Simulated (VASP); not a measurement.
Runs of VASP 6.6.1 on Ni. Symmetry: Fm-3m, No. 225, cubic system. Conventional cell: a = 3.476 Å, b = 3.476 Å, c = 3.476 Å, α = 90.00°, β = 90.00°, γ = 90.00°. Within 3.2 Å of Ni (site symmetry m-3m) lie 12 Ni at 2.46 Å. 

| k mesh | smearing | gap on the mesh (eV) | pressure (GPa) | moment (μB) |
| --- | --- | --- | --- | --- |
| 15 × 15 × 15 | methfessel-paxton 0.03 eV | none | 0.3 | 0.68 |
| 9 × 9 × 9 | fermi-dirac 0.05 eV | none | -0.2 | 0.63 |
| 15 × 15 × 15 | methfessel-paxton 0.2 eV | none | (c) | 0.69 |
| 15 × 15 × 15 | fermi-dirac 0.6 eV | none | 8.3 | (b) |
| 15 × 15 × 15 | gaussian 0.2 eV | none | (a) | 0.69 |

Alike in all rows: task single point; level r2SCAN; potentials or basis VASP PAW PBE potentials, release 64 (Ni); spin collinear, ferromagnetic start; cell as given; cutoff (eV) 520.

Question: Fill in the values left out.

Answer: (a) 0.5; (b) 0.00; (c) 0.2.

Caveats: the PAW data sets were made with another functional, which shifts forces and pressure a little.

A gap of «none» marks levels without a gap at the run's occupations.
